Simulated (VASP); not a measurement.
Runs of VASP 6.6.1 on SrTiO3. The structure is that of space group Pm-3m (No. 221), or close to it. The cells are those of the table. 

| task | cell | cutoff (eV) | gap on the mesh (eV) | pressure (GPa) |
| --- | --- | --- | --- | --- |
| single point | a = 3.936 Å, 5 atoms | 520 | 1.81 | 0.6 |
| single point | a = 3.905 Å, 5 atoms | 520 | (a) | (b) |
| single point | a = 3.772 Å, 5 atoms | 520 | 2.04 | 29.7 |
| relaxation of cell and atoms | relaxed from a = 3.905 Å, 5 atoms | 600 | 1.81 | 0.0 |

Alike in all rows: level PBE; potentials or basis VASP PAW PBE potentials, release 64 (Sr_sv, Ti_sv, O); no spin polarisation; k mesh 8 × 8 × 8; smearing gaussian 0.02 eV.

Question: Fill in the values left out.

Answer: (a) 1.86; (b) 4.9.

A k mesh can miss the band edges, and the runs leave out spin-orbit coupling on Sr.
